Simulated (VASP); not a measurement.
# Tl2Pd (I4/mcm) in VASP: single point with LDA

Aim: the single point of Tl2Pd with LDA.

Everything below comes from runs of VASP 6.6.1. Logs are shortened: lines on timing, memory, paths and dates and some standing lists are left out, and cuts for length are marked.

### 1 The cell of the first run

Symmetry: I4/mcm, No. 140, tetragonal system. Conventional cell: a = 6.712 Å, b = 6.712 Å, c = 5.748 Å, α = 90.00°, β = 90.00°, γ = 90.00°. Within 3.8 Å of Tl (site symmetry m2m) lie 4 Pd at 2.89 Å and 11 Tl at 3.14 to 3.63 Å. Within 3.8 Å of Pd (site symmetry 422) lie 2 Pd at 2.87 Å and 8 Tl at 2.89 Å.

### 2 Single point, LDA

Contents of INCAR:

```
  PREC = Accurate
  ENCUT = 500
  EDIFF = 1E-6
  ISMEAR = -1
  SIGMA = 0.15
  LREAL = F
  LASPH = T
  NELM = 120
  ALGO = Normal
  ISIF = 2
  LWAVE = F
  LCHARG = T
  GGA = CA
  LELF = T
  LVHAR = T
  NBANDS = 45
  GGA_COMPAT = F
```

Contents of KPOINTS:

```
regular mesh
0
Gamma
  5 5 5
```

Contents of POSCAR:

```
Tl2Pd
1.0
   -3.3560000000      3.3560000000      2.8740000000
    3.3560000000     -3.3560000000      2.8740000000
    3.3560000000      3.3560000000     -2.8740000000
Tl Pd
4 2
Direct
    0.6656000000      0.1656000000      0.8312000000
    0.8344000000      0.6656000000      0.5000000000
    0.1656000000      0.3344000000      0.5000000000
    0.3344000000      0.8344000000      0.1688000000
    0.2500000000      0.2500000000      0.0000000000
    0.7500000000      0.7500000000      0.0000000000
```

Potentials or basis: VASP PAW LDA potentials, release 64 (Tl_d, Pd).

The run is started by

```sh
> cat potpaw_LDA.64/Tl_d/POTCAR potpaw_LDA.64/Pd/POTCAR > POTCAR
> mpirun -np 1 vasp_std > vasp.out
```

OUTCAR:

```text
PREC = Accurate
   ENCUT = 500
   EDIFF = 1E-6
   ISMEAR = -1
   LREAL = F
   LASPH = T
   NELM = 120
   ISIF = 2
   GGA = CA

 ion  position               nearest neighbor table
   1  0.666  0.166  0.831-   5 2.89   6 2.89   5 2.89   6 2.89   4 3.14   4 3.29   4 3.29   2 3.54
                             3 3.54   2 3.54   3 3.54   2 3.63   3 3.63   2 3.63   3 3.63
   2  0.834  0.666  0.500-   5 2.89   6 2.89   6 2.89   5 2.89   3 3.14   3 3.29   3 3.29   4 3.54
                             1 3.54   4 3.54   1 3.54   1 3.63   4 3.63   1 3.63   4 3.63
   3  0.166  0.334  0.500-   6 2.89   5 2.89   5 2.89   6 2.89   2 3.14   2 3.29   2 3.29   4 3.54
                             1 3.54   1 3.54   4 3.54   1 3.63   4 3.63   4 3.63   1 3.63
   4  0.334  0.834  0.169-   5 2.89   6 2.89   5 2.89   6 2.89   1 3.14   1 3.29   1 3.29   2 3.54
                             3 3.54   3 3.54   2 3.54   2 3.63   3 3.63   2 3.63   3 3.63
   5  0.250  0.250  0.000-   6 2.87   6 2.87   1 2.89   4 2.89   3 2.89   3 2.89   2 2.89   2 2.89
                             1 2.89   4 2.89
   6  0.750  0.750  0.000-   5 2.87   5 2.87   1 2.89   4 2.89   2 2.89   2 2.89   3 2.89   3 2.89
                             4 2.89   1 2.89

  LATTYP: Found a body centered tetragonal cell.
 ALAT       =     6.7120000000
 C/A-ratio  =     0.8563766389

  Lattice vectors:

 A1 = (  -3.3560000000,   3.3560000000,   2.8740000000)
 A2 = (   3.3560000000,  -3.3560000000,   2.8740000000)
 A3 = (   3.3560000000,   3.3560000000,  -2.8740000000)

Analysis of symmetry for initial positions (statically):
=====================================================================
 Subroutine PRICEL returns:
 Original cell was already a primitive cell.

 Routine SETGRP: Setting up the symmetry group for a
 body centered tetragonal supercell.

 Subroutine GETGRP returns: Found 16 space group operations
 (whereof  8 operations were pure point group operations)
 out of a pool of 16 trial point group operations.

The static configuration has the point symmetry C_4h.
 The point group associated with its full space group is D_4h.

Analysis of symmetry for dynamics (positions and initial velocities):
=====================================================================
 Subroutine PRICEL returns:
 Original cell was already a primitive cell.

 Routine SETGRP: Setting up the symmetry group for a
 body centered tetragonal supercell.

 Subroutine GETGRP returns: Found 16 space group operations
 (whereof  8 operations were pure point group operations)
 out of a pool of 16 trial point group operations.

The dynamic configuration has the point symmetry C_4h.
 The point group associated with its full space group is D_4h.

 Subroutine INISYM returns: Found 16 space group operations
 (whereof  8 operations are pure point group operations),
 and found     1 'primitive' translations

----------------------------------------------------------------------------------------

                                     Primitive cell

  volume of cell :     129.4764

  direct lattice vectors                    reciprocal lattice vectors
    -3.356000000  3.356000000  2.874000000     0.000000000  0.148986889  0.173973556
     3.356000000 -3.356000000  2.874000000     0.148986889  0.000000000  0.173973556
     3.356000000  3.356000000 -2.874000000     0.148986889  0.148986889  0.000000000

  length of vectors
     5.548454560  5.548454560  5.548454560     0.229049976  0.229049976  0.210699279

  position of ions in fractional coordinates (direct lattice)
     0.665600000  0.165600000  0.831200000
     0.834400000  0.665600000  0.500000000
     0.165600000  0.334400000  0.500000000
     0.334400000  0.834400000  0.168800000
     0.250000000  0.250000000  0.000000000
     0.750000000  0.750000000  0.000000000

  ion indices of the primitive-cell ions
   primitive index   ion index
                 1           1
                 2           2
                 3           3
                 4           4
                 5           5
                 6           6

----------------------------------------------------------------------------------------

 KPOINTS: regular mesh

Automatic generation of k-mesh.
 Grid dimensions read from file:
 generate k-points for:    5    5    5

 Generating k-lattice:

  Cartesian coordinates                     Fractional coordinates (reciprocal lattice)
     0.000000000  0.029797378  0.034794711     0.200000000  0.000000000  0.000000000
     0.029797378  0.000000000  0.034794711     0.000000000  0.200000000  0.000000000
     0.029797378  0.029797378  0.000000000     0.000000000  0.000000000  0.200000000

  Length of vectors
     0.045809995  0.045809995  0.042139856

  Shift w.r.t. Gamma in fractional coordinates (k-lattice)
     0.000000000  0.000000000  0.000000000

 Subroutine IBZKPT returns following result:
 ===========================================

 Found     18 irreducible k-points:

 Following reciprocal coordinates:
            Coordinates               Weight
  0.000000  0.000000  0.000000      1.000000
  0.200000 -0.000000  0.000000      8.000000
  0.400000  0.000000  0.000000      8.000000
  0.200000  0.200000  0.000000      8.000000
  0.400000  0.200000  0.000000     16.000000
 -0.400000  0.200000  0.000000     16.000000
[... 10 lines left out ...]
 -0.400000  0.400000  0.400000      4.000000
 -0.400000 -0.400000  0.400000      2.000000
   k-points           NKPTS =     18   k-points in BZ     NKDIM =     18   number of bands    NBANDS=     45
   number of dos      NEDOS =    301   number of ions     NIONS =      6
   total plane-waves  NPLWV =  64000
   dimension x,y,z NGX =    40 NGY =   40 NGZ =   40
   dimension x,y,z NGXF=    80 NGYF=   80 NGZF=   80
   ions per type =               4   2
   NGX,Y,Z   is equivalent  to a cutoff of  11.99, 11.99, 11.99 a.u.
   NGXF,Y,Z  is equivalent  to a cutoff of  23.97, 23.97, 23.97 a.u.
 SYSTEM =  unknown system
   PREC   = accura    normal or accurate (medium, high low for compatibility)
   ISTART =      0    job   : 0-new  1-cont  2-samecut
   ICHARG =      2    charge: 1-file 2-atom 10-const
   ISPIN  =      1    spin polarized calculation?
   LNONCOLLINEAR =      F non collinear calculations
   LSORBIT =      F    spin-orbit coupling
   LASPH  =      T    aspherical Exc in radial PAW
   ENCUT  =  500.0 eV  36.75 Ry    6.06 a.u.  10.12 10.12 10.12*2*pi/ulx,y,z
   NELM   =    120;   NELMIN=  2; NELMDL= -5     # of ELM steps
   EDIFF  = 0.1E-05   stopping-criterion for ELM
   LREAL  =      F    real-space projection
   EDIFFG = 0.1E-04   stopping-criterion for IOM
   NSW    =      0    number of steps for IOM
   IBRION =     -1    ionic relax: 0-MD 1-quasi-New 2-CG
   NFREE  =      0    steps in history (QN), initial steepest desc. (CG)
   ISIF   =      2    stress and relaxation
   ISYM   =      2    0-nonsym 1-usesym 2-fastsym
   POTIM  = 0.5000    time-step for ionic-motion
   TEBEG  =    0.0;   TEEND  =   0.0 temperature during run
   PSTRESS=    0.0 pullay stress
   NELECT =      72.0000    total number of electrons
   NUPDOWN=      -1.0000    fix difference up-down
   EMIN   =  10.00;   EMAX   =-10.00  energy-range for DOS
   EFERMI =   0.00;   METHOD = LEGACY
   ISMEAR =    -1;   SIGMA  =   0.15  broadening in eV -4-tet -1-fermi 0-gaus
   EFERMI_NEDOS =   21; number of points for ismear=-14 and -15
   IALGO  =     38    algorithm
   IMIX   =      4    mixing-type and parameters
     AMIX     =   0.40;   BMIX     =  1.00
     AMIX_MAG =   1.60;   BMIX_MAG =  1.00
  volume/ion in A,a.u.               =      21.58       145.62
  Fermi-wavevector in a.u.,A,eV,Ry     =   1.346239  2.544022 24.658641  1.812359
  Thomas-Fermi vector in A             =   2.474087
   LORBIT       =      0    0 simple, 1 ext, 2 COOP (PROOUT), +10 PAW based schemes
   GGA     = CA    functional components
   LHFCALC =     F    Hartree Fock is set to
   AEXX    =    0.0000 exact exchange contribution
   IVDW    =     0    specifies the selected vdW correction
   LEPSILON=     F    determine dielectric tensor
   LRPA    =     F    only Hartree local field effects (RPA)
 non-spin polarized calculation
  energy-cutoff  :      500.00
  volume of cell :      129.48
 maximum number of plane-waves:      3322
   NGX = 21   NGY = 21   NGZ = 21

 number of electron      71.9999993 magnetization

 Free energy of the ion-electron system (eV)
  ---------------------------------------------------
  ext. energy  EPLUGINS =         0.00000000
  ---------------------------------------------------
  free energy    TOTEN  =       -25.79188417 eV

  energy without entropy =      -25.54716674  energy(sigma->0) =      -25.66952545

 E-fermi :   8.2304     XC(G=0): -11.7119

 val. band max:        8.2201741506   @ k =  -0.2000   0.4000   0.2000
 cond. band min:       8.2537038216   @ k =   0.2000   0.2000   0.2000
 fundamental gap:      0.0335296710
 Fermi energy:         8.2304438799

 k-point     1 :       0.0000    0.0000    0.0000
  band No.  band energies     occupation
      1      -3.6333      2.00000
      2      -3.5110      2.00000
      3      -3.4824      2.00000
      4      -3.4824      2.00000
      5      -3.4275      2.00000
      6      -3.4261      2.00000
[... 37 lines left out ...]
     44      14.9278      0.00000
     45      15.0110      0.00000

 k-point     2 :       0.2000   -0.0000    0.0000
  band No.  band energies     occupation
      1      -3.5852      2.00000
      2      -3.5832      2.00000
      3      -3.5453      2.00000
      4      -3.5059      2.00000
      5      -3.4261      2.00000
      6      -3.3958      2.00000
[... 37 lines left out ...]
     44      13.8844      0.00000
     45      15.0804      0.00000

 k-point     3 :       0.4000    0.0000    0.0000
  band No.  band energies     occupation
      1      -3.6237      2.00000
      2      -3.5945      2.00000
      3      -3.5690      2.00000
      4      -3.5135      2.00000
      5      -3.3977      2.00000
      6      -3.3902      2.00000
[... 37 lines left out ...]
     44      14.2802      0.00000
     45      14.7445      0.00000

 k-point     4 :       0.2000    0.2000    0.0000
  band No.  band energies     occupation
      1      -3.6403      2.00000
      2      -3.6045      2.00000
      3      -3.5118      2.00000
      4      -3.4994      2.00000
      5      -3.4370      2.00000
      6      -3.3842      2.00000
[... 613 lines left out ...]
     44      15.4696      0.00000
     45      15.4800      0.00000

 k-point    17 :      -0.4000    0.4000    0.4000
  band No.  band energies     occupation
      1      -3.6346      2.00000
      2      -3.5835      2.00000
      3      -3.5447      2.00000
      4      -3.4209      2.00000
      5      -3.3946      2.00000
      6      -3.3804      2.00000
[... 37 lines left out ...]
     44      14.7145      0.00000
     45      15.3292      0.00000

 k-point    18 :      -0.4000   -0.4000    0.4000
  band No.  band energies     occupation
      1      -3.6479      2.00000
      2      -3.5771      2.00000
      3      -3.4883      2.00000
      4      -3.4615      2.00000
      5      -3.4450      2.00000
      6      -3.4450      2.00000
[... 37 lines left out ...]
     44      15.7015      0.00000
     45      15.7043      0.00000

------------------------ aborting loop because EDIFF is reached ----------------------------------------

  FORCE on cell =-STRESS in cart. coord.  units (eV):
  Direction    XX          YY          ZZ          XY          YZ          ZX
  --------------------------------------------------------------------------------------
  -------------------------------------------------------------------------------------
  Total       -1.7600403     -1.7600403     -1.3994851      0.0000000      0.0000000      0.0000000
  in kB      -21.7792311    -21.7792311    -17.3176203      0.0000000      0.0000000      0.0000000
  external PRESSURE =     -20.2920275 kB  Pullay stress =       0.0000000 kB

 VOLUME and BASIS-vectors are now :
 -----------------------------------------------------------------------------
  energy-cutoff  :      500.00
  volume of cell :      129.48
      direct lattice vectors                 reciprocal lattice vectors
    -3.356000000  3.356000000  2.874000000     0.000000000  0.148986889  0.173973556
     3.356000000 -3.356000000  2.874000000     0.148986889  0.000000000  0.173973556
     3.356000000  3.356000000 -2.874000000     0.148986889  0.148986889  0.000000000

 POSITION                                       TOTAL-FORCE (eV/Angst)
 -----------------------------------------------------------------------------------
      1.11151      4.46751     -0.00000         0.018533      0.018533     -0.000000
      1.11151      2.24449      2.87400         0.018533     -0.018533     -0.000000
      2.24449      1.11151      0.00000        -0.018533      0.018533      0.000000
      2.24449     -1.11151      2.87400        -0.018533     -0.018533      0.000000
      0.00000      0.00000      1.43700        -0.000000      0.000000     -0.000000
      0.00000      0.00000      4.31100        -0.000000      0.000000     -0.000000
 -----------------------------------------------------------------------------------
    total drift:                               -0.000000     -0.000000      0.000000

  FREE ENERGIE OF THE ION-ELECTRON SYSTEM (eV)
  ---------------------------------------------------
  free  energy   TOTEN  =       -25.7918841694 eV

  energy  without entropy=      -25.5471667353  energy(sigma->0) =      -25.66952545
```

It took 2 min on 1 thread of Intel Xeon Platinum 8259CL at 2.50GHz (Skylake/Cascade Lake), shared host; peak memory 0.24 GiB.

What came out:

- Free energy: -25.7919 eV
- Pressure: -2.0 GPa
- Largest force: 0.026 eV/Å
- Band gap on the k mesh: zero (bands 36 and 37 overlap by 0.90 eV)

Forces on the atoms (eV/Å):
```
Tl   0.019  0.019  0.000
Tl   0.019 -0.019  0.000
Tl  -0.019  0.019  0.000
Tl  -0.019 -0.019  0.000
Pd   0.000  0.000  0.000
Pd   0.000  0.000  0.000
```

Stress tensor (GPa, compression positive):
```
-2.18  0.00  0.00
 0.00 -2.18  0.00
 0.00  0.00 -1.73
```

Caveat: spin-orbit coupling is left out, which moves the levels of the heavy elements.

The gap in the log of VASP goes by the Fermi energy; the results here count the filled bands.